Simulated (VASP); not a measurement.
# LiCl (Fm-3m) in VASP: a series of runs

The runs below take LiCl through single point, relaxation of cell and atoms, with LDA.

Program: VASP 6.6.1. These are calculated values, not measurements. Logs are shortened: lines on timing, memory, paths and dates and some standing lists are left out, and cuts for length are marked.

## 1. The cell of the first run

Symmetry: Fm-3m, No. 225, cubic system. The conventional cell has a = 4.778 Å, b = 4.778 Å, c = 4.778 Å, α = 90.00°, β = 90.00°, γ = 90.00°. Within 3.2 Å of Li (site symmetry m-3m) lie 6 Cl at 2.39 Å. Cl (site symmetry m-3m) has 6 Li at 2.39 Å within 3.2 Å.

## 2. Single point, LDA

INCAR

```
SYSTEM = LiCl
PREC = Accurate ; ENCUT = 520
EDIFF = 1E-6 ; ISMEAR = 0
SIGMA = 0.01 ; LREAL = .False.
LASPH = .True. ; NELM = 80
ALGO = Normal ; ISIF = 2
LWAVE = .False. ; LCHARG = .True.
GGA = CA ; LELF = .True.
LVHAR = .True. ; NBANDS = 12
```

KPOINTS

```
Automatic mesh
0
Gamma
  8 8 8
  0 0 0
```

POSCAR

```
LiCl
1.0
    0.0000000000      2.3892463316      2.3892463316
    2.3892463316      0.0000000000      2.3892463316
    2.3892463316      2.3892463316      0.0000000000
Li Cl
1 1
Direct
    0.0000000000      0.0000000000      0.0000000000
    0.5000000000      0.5000000000      0.5000000000
```

Potentials or basis: VASP PAW LDA potentials, release 64 (Li_sv, Cl).

Started as:

```
$ cat potpaw_LDA.64/Li_sv/POTCAR potpaw_LDA.64/Cl/POTCAR > POTCAR
$ mpirun -np 1 vasp_std > vasp.out
```

OUTCAR:

```text
SYSTEM = LiCl
   PREC = Accurate
   ENCUT = 520
   EDIFF = 1E-6
   ISMEAR = 0
   LREAL = .False.
   LASPH = .True.
   NELM = 80
   ISIF = 2
   GGA = CA

 ion  position               nearest neighbor table
   1  0.000  0.000  0.000-   2 2.39   2 2.39   2 2.39   2 2.39   2 2.39   2 2.39
   2  0.500  0.500  0.500-   1 2.39   1 2.39   1 2.39   1 2.39   1 2.39   1 2.39

  LATTYP: Found a face centered cubic cell.
 ALAT       =     4.7784926632

  Lattice vectors:

 A1 = (   0.0000000000,   2.3892463316,   2.3892463316)
 A2 = (   2.3892463316,   0.0000000000,   2.3892463316)
 A3 = (   2.3892463316,   2.3892463316,   0.0000000000)

Analysis of symmetry for initial positions (statically):
=====================================================================
 Subroutine PRICEL returns:
 Original cell was already a primitive cell.

 Routine SETGRP: Setting up the symmetry group for a
 face centered cubic supercell.

 Subroutine GETGRP returns: Found 48 space group operations
 (whereof 48 operations were pure point group operations)
 out of a pool of 48 trial point group operations.

The static configuration has the point symmetry O_h .

Analysis of symmetry for dynamics (positions and initial velocities):
=====================================================================
 Subroutine PRICEL returns:
 Original cell was already a primitive cell.

 Routine SETGRP: Setting up the symmetry group for a
 face centered cubic supercell.

 Subroutine GETGRP returns: Found 48 space group operations
 (whereof 48 operations were pure point group operations)
 out of a pool of 48 trial point group operations.

The dynamic configuration has the point symmetry O_h .

 Subroutine INISYM returns: Found 48 space group operations
 (whereof 48 operations are pure point group operations),
 and found     1 'primitive' translations

----------------------------------------------------------------------------------------

                                     Primitive cell

  volume of cell :      27.2780

  direct lattice vectors                    reciprocal lattice vectors
     0.000000000  2.389246332  2.389246332    -0.209271013  0.209271013  0.209271013
     2.389246332  0.000000000  2.389246332     0.209271013 -0.209271013  0.209271013
     2.389246332  2.389246332  0.000000000     0.209271013  0.209271013 -0.209271013

  length of vectors
     3.378904566  3.378904566  3.378904566     0.362468027  0.362468027  0.362468027

  position of ions in fractional coordinates (direct lattice)
     0.000000000  0.000000000  0.000000000
     0.500000000  0.500000000  0.500000000

  ion indices of the primitive-cell ions
   primitive index   ion index
                 1           1
                 2           2

----------------------------------------------------------------------------------------

 KPOINTS: Automatic mesh

Automatic generation of k-mesh.
 Grid dimensions read from file:
 generate k-points for:    8    8    8

 Generating k-lattice:

  Cartesian coordinates                     Fractional coordinates (reciprocal lattice)
    -0.026158877  0.026158877  0.026158877     0.125000000  0.000000000  0.000000000
     0.026158877 -0.026158877  0.026158877     0.000000000  0.125000000  0.000000000
     0.026158877  0.026158877 -0.026158877     0.000000000  0.000000000  0.125000000

  Length of vectors
     0.045308503  0.045308503  0.045308503

  Shift w.r.t. Gamma in fractional coordinates (k-lattice)
     0.000000000  0.000000000  0.000000000

 Subroutine IBZKPT returns following result:
 ===========================================

 Found     29 irreducible k-points:

 Following reciprocal coordinates:
            Coordinates               Weight
  0.000000  0.000000  0.000000      1.000000
  0.125000  0.000000  0.000000      8.000000
  0.250000  0.000000  0.000000      8.000000
  0.375000  0.000000  0.000000      8.000000
  0.500000  0.000000  0.000000      4.000000
  0.125000  0.125000  0.000000      6.000000
[... 16 lines left out ...]
  0.500000  0.250000  0.125000     48.000000
 -0.375000  0.250000  0.125000     24.000000
 [... further k-points ...]
   k-points           NKPTS =     29   k-points in BZ     NKDIM =     29   number of bands    NBANDS=     12
   number of dos      NEDOS =    301   number of ions     NIONS =      2
   total plane-waves  NPLWV =  21952
   dimension x,y,z NGX =    28 NGY =   28 NGZ =   28
   dimension x,y,z NGXF=    56 NGYF=   56 NGZF=   56
   ions per type =               1   1
   NGX,Y,Z   is equivalent  to a cutoff of  13.78, 13.78, 13.78 a.u.
   NGXF,Y,Z  is equivalent  to a cutoff of  27.55, 27.55, 27.55 a.u.
 SYSTEM =  LiCl
   PREC   = accura    normal or accurate (medium, high low for compatibility)
   ISTART =      0    job   : 0-new  1-cont  2-samecut
   ICHARG =      2    charge: 1-file 2-atom 10-const
   ISPIN  =      1    spin polarized calculation?
   LNONCOLLINEAR =      F non collinear calculations
   LSORBIT =      F    spin-orbit coupling
   LASPH  =      T    aspherical Exc in radial PAW
   ENCUT  =  520.0 eV  38.22 Ry    6.18 a.u.   6.28  6.28  6.28*2*pi/ulx,y,z
   NELM   =     80;   NELMIN=  2; NELMDL= -5     # of ELM steps
   EDIFF  = 0.1E-05   stopping-criterion for ELM
   LREAL  =      F    real-space projection
   EDIFFG = 0.1E-04   stopping-criterion for IOM
   NSW    =      0    number of steps for IOM
   IBRION =     -1    ionic relax: 0-MD 1-quasi-New 2-CG
   NFREE  =      0    steps in history (QN), initial steepest desc. (CG)
   ISIF   =      2    stress and relaxation
   ISYM   =      2    0-nonsym 1-usesym 2-fastsym
   POTIM  = 0.5000    time-step for ionic-motion
   TEBEG  =    0.0;   TEEND  =   0.0 temperature during run
   PSTRESS=    0.0 pullay stress
   NELECT =      10.0000    total number of electrons
   NUPDOWN=      -1.0000    fix difference up-down
   EMIN   =  10.00;   EMAX   =-10.00  energy-range for DOS
   EFERMI =   0.00;   METHOD = LEGACY
   ISMEAR =     0;   SIGMA  =   0.01  broadening in eV -4-tet -1-fermi 0-gaus
   EFERMI_NEDOS =   21; number of points for ismear=-14 and -15
   IALGO  =     38    algorithm
   IMIX   =      4    mixing-type and parameters
     AMIX     =   0.40;   BMIX     =  1.00
     AMIX_MAG =   1.60;   BMIX_MAG =  1.00
  volume/ion in A,a.u.               =      13.64        92.04
  Fermi-wavevector in a.u.,A,eV,Ry     =   1.171666  2.214128 18.678101  1.372802
  Thomas-Fermi vector in A             =   2.308107
   LORBIT       =      0    0 simple, 1 ext, 2 COOP (PROOUT), +10 PAW based schemes
   GGA     = CA    functional components
   LHFCALC =     F    Hartree Fock is set to
   AEXX    =    0.0000 exact exchange contribution
   IVDW    =     0    specifies the selected vdW correction
   LEPSILON=     F    determine dielectric tensor
   LRPA    =     F    only Hartree local field effects (RPA)
 non-spin polarized calculation
 Gauss-broadening in eV      SIGMA  =   0.01
  energy-cutoff  :      520.00
  volume of cell :       27.28
 maximum number of plane-waves:       754
 NGX is ok and might be reduce to    28
   NGX = 13   NGY = 13   NGZ = 13

 number of electron      10.0000004 magnetization

 Free energy of the ion-electron system (eV)
  ---------------------------------------------------
  ext. energy  EPLUGINS =         0.00000000
  ---------------------------------------------------
  free energy    TOTEN  =        -8.03955346 eV

  energy without entropy =       -8.03955346  energy(sigma->0) =       -8.03955346

 E-fermi :   2.4326     XC(G=0): -10.0956

 val. band max:        2.3066620931   @ k =   0.0000   0.0000   0.0000
 cond. band min:       8.9260121955   @ k =   0.5000   0.0000   0.0000
 fundamental gap:      6.6193501024
 Fermi energy:         2.4325538639

 k-point     1 :       0.0000    0.0000    0.0000
  band No.  band energies     occupation
      1     -39.9616      2.00000
      2     -11.9153      2.00000
      3       2.3067      2.00000
      4       2.3067      2.00000
      5       2.3067      2.00000
      6       9.7628      0.00000
      7      14.1686      0.00000
      8      14.1686      0.00000
      9      14.1686      0.00000
     10      17.3985      0.00000
     11      17.3987      0.00000
     12      17.6388      0.00000

 k-point     2 :       0.1250    0.0000    0.0000
  band No.  band energies     occupation
      1     -39.9602      2.00000
      2     -11.7991      2.00000
      3       1.5924      2.00000
      4       2.2458      2.00000
      5       2.2458      2.00000
      6      10.1782      0.00000
      7      13.4784      0.00000
      8      14.1678      0.00000
      9      14.1678      0.00000
     10      15.6618      0.00000
     11      15.6618      0.00000
     12      18.1509      0.00000

 k-point     3 :       0.2500    0.0000    0.0000
  band No.  band energies     occupation
      1     -39.9569      2.00000
      2     -11.4952      2.00000
      3       0.1569      2.00000
      4       2.1097      2.00000
      5       2.1097      2.00000
      6       9.9503      0.00000
      7      12.9220      0.00000
      8      12.9220      0.00000
      9      14.1345      0.00000
     10      16.5880      0.00000
     11      16.5880      0.00000
     12      18.8966      0.00000
[... 286 lines left out ...]
 k-point    23 :       0.5000    0.2500    0.1250
  band No.  band energies     occupation
      1     -39.9516      2.00000
      2     -10.9245      2.00000
      3      -0.8948      2.00000
      4       0.5084      2.00000
      5       1.5800      2.00000
      6      10.9154      0.00000
      7      11.6722      0.00000
      8      12.8553      0.00000
      9      14.6090      0.00000
     10      17.5668      0.00000
     11      20.9583      0.00000
     12      21.4983      0.00000

 k-point    24 :      -0.3750    0.2500    0.1250
  band No.  band energies     occupation
      1     -39.9505      2.00000
      2     -10.7836      2.00000
      3      -1.2540      2.00000
      4       0.3804      2.00000
      5       1.4540      2.00000
      6      10.6303      0.00000
      7      11.6579      0.00000
      8      13.0450      0.00000
      9      15.2166      0.00000
     10      18.6363      0.00000
     11      19.7315      0.00000
     12      21.8193      0.00000

 [... further k-points ...]

------------------------ aborting loop because EDIFF is reached ----------------------------------------

  FORCE on cell =-STRESS in cart. coord.  units (eV):
  Direction    XX          YY          ZZ          XY          YZ          ZX
  --------------------------------------------------------------------------------------
  -------------------------------------------------------------------------------------
  Total        1.0080537      1.0080537      1.0080537     -0.0000000      0.0000000     -0.0000000
  in kB       59.2081471     59.2081471     59.2081471     -0.0000000      0.0000000     -0.0000000
  external PRESSURE =      59.2081471 kB  Pullay stress =       0.0000000 kB

 VOLUME and BASIS-vectors are now :
 -----------------------------------------------------------------------------
  energy-cutoff  :      520.00
  volume of cell :       27.28
      direct lattice vectors                 reciprocal lattice vectors
     0.000000000  2.389246332  2.389246332    -0.209271013  0.209271013  0.209271013
     2.389246332  0.000000000  2.389246332     0.209271013 -0.209271013  0.209271013
     2.389246332  2.389246332  0.000000000     0.209271013  0.209271013 -0.209271013

 POSITION                                       TOTAL-FORCE (eV/Angst)
 -----------------------------------------------------------------------------------
      0.00000      0.00000      0.00000         0.000000      0.000000      0.000000
      2.38925      2.38925      2.38925        -0.000000     -0.000000     -0.000000
 -----------------------------------------------------------------------------------
    total drift:                                0.000000      0.000000      0.000000

  FREE ENERGIE OF THE ION-ELECTRON SYSTEM (eV)
  ---------------------------------------------------
  free  energy   TOTEN  =        -8.0395534625 eV

  energy  without entropy=       -8.0395534625  energy(sigma->0) =       -8.03955346
```

Run time: 9 s. Hardware: 1 thread of AMD EPYC 7R13 (Zen 3), shared host; peak memory 0.1 GiB.

Results:

* Free energy: -8.0396 eV
* Band gap on the k mesh: 6.62 eV, indirect (least direct gap 6.99 eV)

Caveat: the cutoff is under 1.25 times the usual one of these potentials, so pressure, stress and relaxed cells hold a basis-set (Pulay) error. Expect the measured gap to be larger: semilocal functionals such as LDA lack the derivative discontinuity.

(Continued in part 2 of 2.)
